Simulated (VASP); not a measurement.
Crystal: Ca.

```
CELL_PARAMETERS angstrom
5.59000 0.00000 0.00000
0.00000 5.59000 0.00000
0.00000 0.00000 5.59000
ATOMIC_POSITIONS crystal
Ca 0.00000 0.00000 0.00000
Ca 0.00000 0.50000 0.50000
Ca 0.50000 0.00000 0.50000
Ca 0.50000 0.50000 0.00000
```

```yaml
Program: VASP 6.6.1
Task: relaxation of volume and atoms at fixed shape
Functional: PBEsol
Potentials_or_basis: VASP PAW PBE potentials, release 64 (Ca_sv)
Cutoff: 600 eV
k_mesh: 4 × 4 × 4
Occupations: methfessel-paxton, width 0.05 eV
Spin: no spin polarisation
```

At the start: pressure -1.1 GPa; volume 43.67 Å³/atom.

Where does the relaxation end?

Over 3 steps the energy falls by 9.2 meV/atom and the volume is 41.08 Å³/atom (-5.9 %); space group Fm-3m (No. 225, to 0.05 Å).

The path:
```tsv
step	energy change (eV)	largest force (eV/Å)	pressure (GPa)	volume (Å³)
1	0.0000	0.0000	-1.07	174.68
2	-0.0333	0.0000	-0.36	167.38
3	-0.0369	0.0000	-0.02	164.32
```

Final structure:
```
Ca
1.0
     5.47728    0.00000    0.00000
     0.00000    5.47728    0.00000
     0.00000    0.00000    5.47728
Ca
4
Direct
  0.00000 0.00000 0.00000
  0.00000 0.50000 0.50000
  0.50000 0.00000 0.50000
  0.50000 0.50000 0.00000
```

Caveat: the PAW data sets were made with another functional, which shifts forces and pressure a little.
